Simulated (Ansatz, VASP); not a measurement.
**Cr in VASP and in Ansatz**

File INCAR:

```
SYSTEM = Cr
PREC = Accurate
ENCUT = 600
EDIFF = 1E-6
ISMEAR = -1
SIGMA = 0.05
LREAL = .False.
LASPH = .True.
NELM = 200
ALGO = Normal
ISIF = 2
LWAVE = .False.
LCHARG = .True.
ISPIN = 2
MAGMOM = 3
LORBIT = 11
NUPDOWN = 3.0
LMAXMIX = 4
GGA = PE
LELF = .True.
LVHAR = .True.
NBANDS = 17
GGA_COMPAT = .False.
```

Contents of KPOINTS:

```
Automatic mesh
0
Gamma
  10 10 10
  0 0 0
```

The input POSCAR:

```
Cr
1.0
   -1.4844496776      1.4844496776      1.4844496776
    1.4844496776     -1.4844496776      1.4844496776
    1.4844496776      1.4844496776     -1.4844496776
Cr
1
Direct
    0.0000000000      0.0000000000      0.0000000000
```

Contents of input.yaml:

```yaml
crystal:
  lattice:
    - [-1.4844496776, 1.4844496776, 1.4844496776]
    - [1.4844496776, -1.4844496776, 1.4844496776]
    - [1.4844496776, 1.4844496776, -1.4844496776]
  atoms:
    - { symbol: Cr, position: [0.0, 0.0, 0.0], spin: 3.0 }
hamiltonian:
  xc: pbe
  pseudopotentials: { kind: paw }
magnetization:
  spin_polarized: true
  initial_magnetization: 3.0
  spin_locking: { lock_magnetization: hard }
kpoints:
  mp_grid: { grid: [10, 10, 10] }
scf:
  occupations: { method: fermi_dirac, width: 0.05 }
  lower_state_search: "off"
output:
  forces: true
  stress: true
  eigenvalues: true
  write_density: true
  write_potential: true
  elf: true
  volumetric_format: npy
```

Alike in both runs: task single point; functional PBE; k mesh 10 × 10 × 10; occupations fermi-dirac, width 0.05 eV; collinear spin; fixed moment 3 μB.

```csv
,VASP,Ansatz
version,VASP 6.6.1,Ansatz 0.2.0
potentials or method,"VASP PAW PBE potentials, release 64 (Cr_sv)",Ansatz PAW
plane-wave cutoff (eV),600,420
valence electrons in the cell,14,14
```

```tsv
	VASP	Ansatz	Ansatz less VASP
pressure (GPa)	22.0	24.4	+2.40
net moment per atom (μB)	3.00	3.00	0.000
size of the moment on the site where the two differ most (μB)	2.48	2.66	+0.176
```

Site moments also hang on the region over which each program counts them. With one functional, cell and mesh, what is left measures potentials, basis and numerics.
